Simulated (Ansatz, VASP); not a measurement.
Given: the input of a run of Ansatz 0.2.0 on CdS.

Contents of input.yaml:

```yaml
crystal:
  lattice:
    - [4.2046115259, 0.0, 0.0]
    - [-2.1023057629, 3.6413003944, 0.0]
    - [0.0, 0.0, 6.8256549035]
  atoms:
    - { symbol: Cd, position: [0.6666666667, 0.3333333333, 0.5], spin: 0.5 }
    - { symbol: Cd, position: [0.3333333333, 0.6666666667, 0.0], spin: -0.25 }
    - { symbol: S, position: [0.6666666667, 0.3333333333, 0.875] }
    - { symbol: S, position: [0.3333333333, 0.6666666667, 0.375] }
kpoints:
  mp_grid: { grid: [7, 7, 4] }
scf:
  occupations: { method: tetrahedron }
hamiltonian:
  xc: { exchange: b88, correlation: pbe }
  pseudopotentials:
    kind: all_electron
    lapw: { basis_error: 0.0005 }
    relativity: none
magnetization:
  spin_polarized: true
output:
  forces: true
  stress: true
  eigenvalues: true
```

Potentials or basis: all-electron LAPW, non-relativistic.

Command:

```sh
$ ansatz run input.yaml --threads 2 --pin off --max-ram 6144MiB --backend cpu --events-out ev --progress --plain --runs-dir out
```

**Question.** Translate it to VASP 6.6.1. Potentials there: VASP PAW PBE potentials, release 64 (Cd, S).

**Answer.** As run (the cutoff follows the program's own potentials):

Contents of INCAR:

```
PREC = Accurate ; ENCUT = 500
EDIFF = 1E-6 ; ISMEAR = -5
SIGMA = 0.05 ; LREAL = False
LASPH = True ; NELM = 200
ALGO = Normal ; ISIF = 2
LWAVE = False ; LCHARG = False
ISPIN = 2 ; MAGMOM = 0.5 -0.25 0 0
LORBIT = 11 ; GGA = LIBXC
LIBXC1 = GGA_X_B88 ; LIBXC2 = GGA_C_PBE
NBANDS = 30 ; GGA_COMPAT = False
```

KPOINTS

```
Automatic mesh
0
Gamma
  7 7 4
```

POSCAR

```
CdS
1.0
    4.2046115259      0.0000000000      0.0000000000
   -2.1023057629      3.6413003944      0.0000000000
    0.0000000000      0.0000000000      6.8256549035
Cd S
2 2
Direct
    0.6666666667      0.3333333333      0.5000000000
    0.3333333333      0.6666666667      0.0000000000
    0.6666666667      0.3333333333      0.8750000000
    0.3333333333      0.6666666667      0.3750000000
```

Potentials or basis: VASP PAW PBE potentials, release 64 (Cd, S).

The run is started by

```sh
$ cat potpaw_PBE.64/Cd/POTCAR potpaw_PBE.64/S/POTCAR > POTCAR
$ mpirun -np 1 vasp_std > vasp.out
```

Both were run:

|  | VASP | Ansatz | Ansatz less VASP |
| --- | --- | --- | --- |
| gap on the k mesh at the Fermi level (eV) | 1.11 | 1.61 | +0.501 |
| least direct gap on the mesh (eV) | 1.11 | 1.61 | +0.501 |
| pressure (GPa) | 0.1 | 1.6 | +1.56 |
| traceless stress, the component that is largest in VASP (GPa) | 0.35 | 0.31 | -0.038 |
| rms of the force components (eV/Å) | 0.036 | 0.044 | +0.0085 |
| net moment per atom (μB) | 0.00 | 0.00 | 0.000 |

VASP's potentials were made for PBE, not for b88 exchange, pbe correlation. Atom by atom the forces differ by 0.009 eV/Å (rms over components). Ansatz ran all-electron here, and VASP with PAW potentials.

A gap of «none» marks a metal or a gap under the smearing width.
